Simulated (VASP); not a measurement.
# CdO (rock salt type) (Fm-3m) in VASP: notebook

The runs below take CdO (rock salt type) through single point, with HSE06.

Program: VASP 6.6.1. These are calculated values, not measurements. Logs are shortened: lines on timing, memory, paths and dates and some standing lists are left out, and cuts for length are marked.

**1. The cell of the first run**

The structure is cubic, space group Fm-3m (No. 225). The conventional cell has a = 4.780 Å, b = 4.780 Å, c = 4.780 Å, α = 90.00°, β = 90.00°, γ = 90.00°. Within 3.2 Å of Cd (site symmetry m-3m) lie 6 O at 2.39 Å. Within 3.2 Å of O (site symmetry m-3m) lie 6 Cd at 2.39 Å.

**2. Single point, HSE06**

The input, POSCAR:

```
CdO
1.0
    0.0000000000      2.3900000000      2.3900000000
    2.3900000000      0.0000000000      2.3900000000
    2.3900000000      2.3900000000      0.0000000000
Cd O
1 1
Direct
    0.0000000000      0.0000000000      0.0000000000
    0.5000000000      0.5000000000      0.5000000000
```

The input, INCAR.step1:

```
SYSTEM = CdO
ALGO     = Normal         ! electronic algorithm
EDIFF    = 1E-5           ! SCF threshold, eV
ENCUT    = 520            ! plane-wave cutoff, eV
GGA      = PE             ! functional
GGA_COMPAT= .False.      
ISIF     = 2              ! what is computed and relaxed
ISMEAR   = -1             ! smearing method
LASPH    = .True.         ! aspherical terms in the spheres
LCHARG   = .False.        ! write CHGCAR
LREAL    = .False.        ! projectors in reciprocal space
LWAVE    = .True.         ! write WAVECAR
NBANDS   = 16             ! bands
NELM     = 120            ! most SCF steps
PREC     = Accurate       ! precision mode
SIGMA    = 0.02           ! smearing width, eV
```

The input, INCAR.step2:

```
SYSTEM = CdO
ALGO     = Normal         ! electronic algorithm
EDIFF    = 1E-6           ! SCF threshold, eV
ENCUT    = 520            ! plane-wave cutoff, eV
GGA      = PE             ! functional
GGA_COMPAT= .False.      
HFSCREEN = 0.2079         ! screening, 1/A
ISIF     = 2              ! what is computed and relaxed
ISMEAR   = -1             ! smearing method
ISTART   = 1            
LASPH    = .True.         ! aspherical terms in the spheres
LCHARG   = .False.        ! write CHGCAR
LHFCALC  = .True.         ! exact exchange
LREAL    = .False.        ! projectors in reciprocal space
LWAVE    = .False.        ! write WAVECAR
NBANDS   = 16             ! bands
NELM     = 120            ! most SCF steps
PREC     = Accurate       ! precision mode
PRECFOCK = Normal       
SIGMA    = 0.02           ! smearing width, eV
```

The input, KPOINTS:

```
k-points
0
Gamma
  6 6 6
  0 0 0
```

Potentials or basis: VASP PAW PBE potentials, release 64 (Cd, O).

Command:

```
cat potpaw_PBE.64/Cd/POTCAR potpaw_PBE.64/O/POTCAR > POTCAR
cp INCAR.step1 INCAR
mpirun -np 1 vasp_std > vasp.out
cp INCAR.step2 INCAR
mpirun -np 1 vasp_std > vasp.out
```

OUTCAR:

```text
SYSTEM = CdO
   EDIFF = 1E-6
   ENCUT = 520
   GGA = PE
   HFSCREEN = 0.2079
   ISIF = 2
   ISMEAR = -1
   ISTART = 1
   LASPH = .True.
   LHFCALC = .True.
   LREAL = .False.
   NELM = 120
   PREC = Accurate
   PRECFOCK = Normal

 ion  position               nearest neighbor table
   1  0.000  0.000  0.000-   2 2.39   2 2.39   2 2.39   2 2.39   2 2.39   2 2.39
   2  0.500  0.500  0.500-   1 2.39   1 2.39   1 2.39   1 2.39   1 2.39   1 2.39

  LATTYP: Found a face centered cubic cell.
 ALAT       =     4.7800000000

  Lattice vectors:

 A1 = (   0.0000000000,   2.3900000000,   2.3900000000)
 A2 = (   2.3900000000,   0.0000000000,   2.3900000000)
 A3 = (   2.3900000000,   2.3900000000,   0.0000000000)

Analysis of symmetry for initial positions (statically):
=====================================================================
 Subroutine PRICEL returns:
 Original cell was already a primitive cell.

 Routine SETGRP: Setting up the symmetry group for a
 face centered cubic supercell.

 Subroutine GETGRP returns: Found 48 space group operations
 (whereof 48 operations were pure point group operations)
 out of a pool of 48 trial point group operations.

The static configuration has the point symmetry O_h .

Analysis of symmetry for dynamics (positions and initial velocities):
=====================================================================
 Subroutine PRICEL returns:
 Original cell was already a primitive cell.

 Routine SETGRP: Setting up the symmetry group for a
 face centered cubic supercell.

 Subroutine GETGRP returns: Found 48 space group operations
 (whereof 48 operations were pure point group operations)
 out of a pool of 48 trial point group operations.

The dynamic configuration has the point symmetry O_h .

 Subroutine INISYM returns: Found 48 space group operations
 (whereof 48 operations are pure point group operations),
 and found     1 'primitive' translations

----------------------------------------------------------------------------------------

                                     Primitive cell

  volume of cell :      27.3038

  direct lattice vectors                    reciprocal lattice vectors
     0.000000000  2.390000000  2.390000000    -0.209205021  0.209205021  0.209205021
     2.390000000  0.000000000  2.390000000     0.209205021 -0.209205021  0.209205021
     2.390000000  2.390000000  0.000000000     0.209205021  0.209205021 -0.209205021

  length of vectors
     3.379970414  3.379970414  3.379970414     0.362353725  0.362353725  0.362353725

  position of ions in fractional coordinates (direct lattice)
     0.000000000  0.000000000  0.000000000
     0.500000000  0.500000000  0.500000000

  ion indices of the primitive-cell ions
   primitive index   ion index
                 1           1
                 2           2

----------------------------------------------------------------------------------------

 KPOINTS: k-points

Automatic generation of k-mesh.
 Grid dimensions read from file:
 generate k-points for:    6    6    6

 Generating k-lattice:

  Cartesian coordinates                     Fractional coordinates (reciprocal lattice)
    -0.034867503  0.034867503  0.034867503     0.166666667  0.000000000  0.000000000
     0.034867503 -0.034867503  0.034867503     0.000000000  0.166666667  0.000000000
     0.034867503  0.034867503 -0.034867503     0.000000000  0.000000000  0.166666667

  Length of vectors
     0.060392288  0.060392288  0.060392288

  Shift w.r.t. Gamma in fractional coordinates (k-lattice)
     0.000000000  0.000000000  0.000000000

 Subroutine IBZKPT returns following result:
 ===========================================

 Found     16 irreducible k-points:

 Following reciprocal coordinates:
            Coordinates               Weight
  0.000000  0.000000  0.000000      1.000000
  0.166667  0.000000  0.000000      8.000000
  0.333333  0.000000  0.000000      8.000000
  0.500000  0.000000  0.000000      4.000000
  0.166667  0.166667  0.000000      6.000000
  0.333333  0.166667  0.000000     24.000000
[... 8 lines left out ...]
 -0.333333  0.333333  0.166667     24.000000
 -0.333333  0.500000  0.166667     12.000000
   k-points           NKPTS =     16   k-points in BZ     NKDIM =    216   number of bands    NBANDS=     16
   number of dos      NEDOS =    301   number of ions     NIONS =      2
   total plane-waves  NPLWV =  21952
   dimension x,y,z NGX =    28 NGY =   28 NGZ =   28
   dimension x,y,z NGXF=    56 NGYF=   56 NGZF=   56
   ions per type =               1   1
   NGX,Y,Z   is equivalent  to a cutoff of  13.77, 13.77, 13.77 a.u.
   NGXF,Y,Z  is equivalent  to a cutoff of  27.54, 27.54, 27.54 a.u.
 SYSTEM =  CdO
   PREC   = accura    normal or accurate (medium, high low for compatibility)
   ISTART =      1    job   : 0-new  1-cont  2-samecut
   ICHARG =      0    charge: 1-file 2-atom 10-const
   ISPIN  =      1    spin polarized calculation?
   LNONCOLLINEAR =      F non collinear calculations
   LSORBIT =      F    spin-orbit coupling
   LASPH  =      T    aspherical Exc in radial PAW
   ENCUT  =  520.0 eV  38.22 Ry    6.18 a.u.   6.28  6.28  6.28*2*pi/ulx,y,z
   NELM   =    120;   NELMIN=  2; NELMDL=  0     # of ELM steps
   EDIFF  = 0.1E-05   stopping-criterion for ELM
   LREAL  =      F    real-space projection
   EDIFFG = 0.1E-04   stopping-criterion for IOM
   NSW    =      0    number of steps for IOM
   IBRION =     -1    ionic relax: 0-MD 1-quasi-New 2-CG
   NFREE  =      0    steps in history (QN), initial steepest desc. (CG)
   ISIF   =      2    stress and relaxation
   ISYM   =      3    0-nonsym 1-usesym 2-fastsym
   POTIM  = 0.5000    time-step for ionic-motion
   TEBEG  =    0.0;   TEEND  =   0.0 temperature during run
   PSTRESS=    0.0 pullay stress
   NELECT =      18.0000    total number of electrons
   NUPDOWN=      -1.0000    fix difference up-down
   EMIN   =  10.00;   EMAX   =-10.00  energy-range for DOS
   EFERMI =   0.00;   METHOD = LEGACY
   ISMEAR =    -1;   SIGMA  =   0.02  broadening in eV -4-tet -1-fermi 0-gaus
   EFERMI_NEDOS =   21; number of points for ismear=-14 and -15
   IALGO  =     38    algorithm
   IMIX   =      1    mixing-type and parameters
     AMIX     =   0.40;   BMIX     =  1.00
     AMIX_MAG =   1.60;   BMIX_MAG =  1.00
  volume/ion in A,a.u.               =      13.65        92.13
  Fermi-wavevector in a.u.,A,eV,Ry     =   1.424813  2.692506 27.621067  2.030091
  Thomas-Fermi vector in A             =   2.545264
   LORBIT       =      0    0 simple, 1 ext, 2 COOP (PROOUT), +10 PAW based schemes
   GGA     = PE    functional components
   LHFCALC =     T    Hartree Fock is set to
   PRECFOCK=normal    Normal, Fast or Accurate (Low or Medium for compatibility)
   ENCUT4O =  -1.0   cutoff for four orbital integrals eV
   NKREDX  =     1    reduce k-point grid by
   NKREDY  =     1    reduce k-point grid by
   NKREDZ  =     1    reduce k-point grid by
   AEXX    =    0.2500 exact exchange contribution
   HFSCREEN=    0.2079 screening length (either q_TF or 0.3 A-1)
   HFSCREENC=   0.2079 screening length for correlation (either q_TF or 0.3 A-1)
   ENCUTFOCK=  -1.0 apply spherical cutoff to Coloumb kernel
   IVDW    =     0    specifies the selected vdW correction
   LEPSILON=     F    determine dielectric tensor
   LRPA    =     F    only Hartree local field effects (RPA)
 non-spin polarized calculation
  energy-cutoff  :      520.00
  volume of cell :       27.30
 maximum number of plane-waves:       754
 NGX is ok and might be reduce to    28
  NGX = 20; NGY = 20; NGZ = 20

 number of electron      17.9999994 magnetization

 Free energy of the ion-electron system (eV)
  ---------------------------------------------------
  ext. energy  EPLUGINS =         0.00000000
  ---------------------------------------------------
  free energy    TOTEN  =        -9.98361816 eV

  energy without entropy =       -9.98361816  energy(sigma->0) =       -9.98361816

 E-fermi :   0.9604     XC(G=0):  -9.3332

 val. band max:        0.5595922672   @ k =   0.5000   0.0000   0.0000
 cond. band min:       1.3093922892   @ k =   0.0000   0.0000   0.0000
 fundamental gap:      0.7498000220
 Fermi energy:         0.9603775492

 k-point     1 :       0.0000    0.0000    0.0000
  band No.  band energies     occupation
      1     -18.0292      2.00000
      2      -6.8969      2.00000
      3      -6.8969      2.00000
      4      -6.8969      2.00000
      5      -6.6668      2.00000
      6      -6.6668      2.00000
[... 8 lines left out ...]
     15      20.2632      0.00000
     16      20.2632      0.00000

 k-point     2 :       0.1667    0.0000    0.0000
  band No.  band energies     occupation
      1     -17.8594      2.00000
      2      -6.9894      2.00000
      3      -6.9354      2.00000
      4      -6.9354      2.00000
      5      -6.7238      2.00000
      6      -6.7238      2.00000
[... 8 lines left out ...]
     15      20.7834      0.00000
     16      20.7834      0.00000

 k-point     3 :       0.3333    0.0000    0.0000
  band No.  band energies     occupation
      1     -17.4967      2.00000
      2      -7.3344      2.00000
      3      -7.2736      2.00000
      4      -7.2736      2.00000
      5      -6.5259      2.00000
      6      -6.5259      2.00000
[... 8 lines left out ...]
     15      22.3861      0.00000
     16      22.3861      0.00000

 k-point     4 :       0.5000    0.0000    0.0000
  band No.  band energies     occupation
      1     -17.3013      2.00000
      2      -7.5957      2.00000
      3      -7.4363      2.00000
      4      -7.4363      2.00000
      5      -6.4128      2.00000
      6      -6.4128      2.00000
[... 8 lines left out ...]
     15      23.2010      0.00000
     16      24.0405      0.00000
[... 172 lines left out ...]
 k-point    14 :       0.5000    0.3333    0.1667
  band No.  band energies     occupation
      1     -17.4069      2.00000
      2      -7.1314      2.00000
      3      -7.1033      2.00000
      4      -7.0665      2.00000
      5      -6.4851      2.00000
      6      -6.3434      2.00000
[... 8 lines left out ...]
     15      23.0644      0.00000
     16      25.8097      0.00000

 k-point    15 :      -0.3333    0.3333    0.1667
  band No.  band energies     occupation
      1     -17.3279      2.00000
      2      -7.2249      2.00000
      3      -7.0218      2.00000
      4      -7.0035      2.00000
      5      -6.3688      2.00000
      6      -6.3382      2.00000
[... 8 lines left out ...]
     15      21.1735      0.00000
     16      26.7889      0.00000

 k-point    16 :      -0.3333    0.5000    0.1667
  band No.  band energies     occupation
      1     -17.3603      2.00000
      2      -7.1497      2.00000
      3      -6.9009      2.00000
      4      -6.6950      2.00000
      5      -6.2841      2.00000
      6      -6.1337      2.00000
[... 8 lines left out ...]
     15      23.2867      0.00000
     16      26.4177      0.00000

------------------------ aborting loop because EDIFF is reached ----------------------------------------

  FORCE on cell =-STRESS in cart. coord.  units (eV):
  Direction    XX          YY          ZZ          XY          YZ          ZX
  --------------------------------------------------------------------------------------
  -------------------------------------------------------------------------------------
  Total       -0.8267129     -0.8267129     -0.8267129      0.0000000      0.0000000      0.0000000
  in kB      -48.5111517    -48.5111517    -48.5111517      0.0000000      0.0000000      0.0000000
  external PRESSURE =     -48.5111517 kB  Pullay stress =       0.0000000 kB

 VOLUME and BASIS-vectors are now :
 -----------------------------------------------------------------------------
  energy-cutoff  :      520.00
  volume of cell :       27.30
      direct lattice vectors                 reciprocal lattice vectors
     0.000000000  2.390000000  2.390000000    -0.209205021  0.209205021  0.209205021
     2.390000000  0.000000000  2.390000000     0.209205021 -0.209205021  0.209205021
     2.390000000  2.390000000  0.000000000     0.209205021  0.209205021 -0.209205021

 POSITION                                       TOTAL-FORCE (eV/Angst)
 -----------------------------------------------------------------------------------
      0.00000      0.00000      0.00000         0.000000     -0.000000      0.000000
      2.39000      2.39000      2.39000        -0.000000      0.000000     -0.000000
 -----------------------------------------------------------------------------------
    total drift:                               -0.000118     -0.000293     -0.000350

  FREE ENERGIE OF THE ION-ELECTRON SYSTEM (eV)
  ---------------------------------------------------
  free  energy   TOTEN  =        -9.9836181627 eV

  energy  without entropy=       -9.9836181625  energy(sigma->0) =       -9.98361816
```

It took 17 min on 1 thread of Intel Xeon 6975P-C (Granite Rapids), shared host; peak memory 0.26 GiB.

What came out:

| Item | Value |
| --- | --- |
| Free energy | -9.9836 eV |
| Pressure | -4.9 GPa |
| Band gap on the k mesh | 0.75 eV (least direct gap 1.91 eV) |

Levels at points of the mesh, in eV from the valence-band top:
| k point | band 5 | band 6 | band 7 | band 8 | band 9 | band 10 | band 11 | band 12 | band 13 | band 14 |
| --- | --- | --- | --- | --- | --- | --- | --- | --- | --- | --- |
| (0.00, 0.00, 0.00) | -7.23 | -7.23 | -1.16 | -1.16 | -1.16 | 0.75 | 16.43 | 18.37 | 18.37 | 18.37 |
| (0.50, 0.00, 0.00) | -6.97 | -6.97 | -3.98 | 0.00 | 0.00 | 5.83 | 8.94 | 13.47 | 13.47 | 19.08 |
| (0.50, 0.50, 0.00) | -6.84 | -6.61 | -4.22 | -2.18 | -2.18 | 5.36 | 10.19 | 12.46 | 15.02 | 15.02 |

Caveat: the cell stands under tension; the PAW data sets were made with another functional, which shifts forces and pressure a little.

**3. Single point, HSE06**

POSCAR is that of step 2.

The input, INCAR.step1:

```
PREC     = Accurate       # precision mode
ENCUT    = 520            # plane-wave cutoff, eV
EDIFF    = 1E-5           # SCF threshold, eV
ISMEAR   = -1             # smearing method
SIGMA    = 0.02           # smearing width, eV
LREAL    = False          # projectors in reciprocal space
LASPH    = True           # aspherical terms in the spheres
NELM     = 120            # most SCF steps
ALGO     = Normal         # electronic algorithm
ISIF     = 2              # what is computed and relaxed
LWAVE    = True           # write WAVECAR
LCHARG   = False          # write CHGCAR
NBANDS   = 16             # bands
GGA      = PE             # functional
GGA_COMPAT= False
```

The input, INCAR.step2:

```
PREC     = Accurate       # precision mode
ENCUT    = 520            # plane-wave cutoff, eV
EDIFF    = 1E-6           # SCF threshold, eV
ISMEAR   = -1             # smearing method
SIGMA    = 0.02           # smearing width, eV
LREAL    = False          # projectors in reciprocal space
LASPH    = True           # aspherical terms in the spheres
NELM     = 120            # most SCF steps
ALGO     = Normal         # electronic algorithm
ISIF     = 2              # what is computed and relaxed
LWAVE    = False          # write WAVECAR
LCHARG   = False          # write CHGCAR
GGA      = PE             # functional
LHFCALC  = True           # exact exchange
HFSCREEN = 0.2079         # screening, 1/A
PRECFOCK = Normal       
NBANDS   = 16             # bands
ISTART   = 1            
GGA_COMPAT= False
```

The input, KPOINTS:

```
regular mesh
0
Gamma
  6 6 6
```

Potentials or basis: VASP PAW PBE potentials, release 64 (Cd, O).

Command:

```
cat potpaw_PBE.64/Cd/POTCAR potpaw_PBE.64/O/POTCAR > POTCAR
cp INCAR.step1 INCAR
mpirun -np 1 vasp_std > vasp.out
cp INCAR.step2 INCAR
mpirun -np 1 vasp_std > vasp.out
```

It took 59 min on 1 thread of Intel Xeon 8259CL, shared host; peak memory 0.27 GiB.

Results (log left out):

* Free energy: -9.9836 eV
* Pressure: -4.9 GPa
* Band gap on the k mesh: 0.75 eV (least direct gap 1.91 eV)

Levels at points of the mesh, in eV from the valence-band top:
```csv
k point,band 6,band 7,band 8,band 9,band 10,band 11,band 12,band 13
"(0.00, 0.00, 0.00)",-7.23,-1.16,-1.16,-1.16,0.75,16.43,18.37,18.37
"(0.50, 0.00, 0.00)",-6.97,-3.98,0.00,0.00,5.83,8.94,13.47,13.47
"(0.50, 0.50, 0.00)",-6.61,-4.22,-2.18,-2.18,5.36,10.19,12.46,15.02
```

Caveat: the cell stands under tension; the PAW data sets were made with another functional, which shifts forces and pressure a little. A k mesh can miss the band edges.
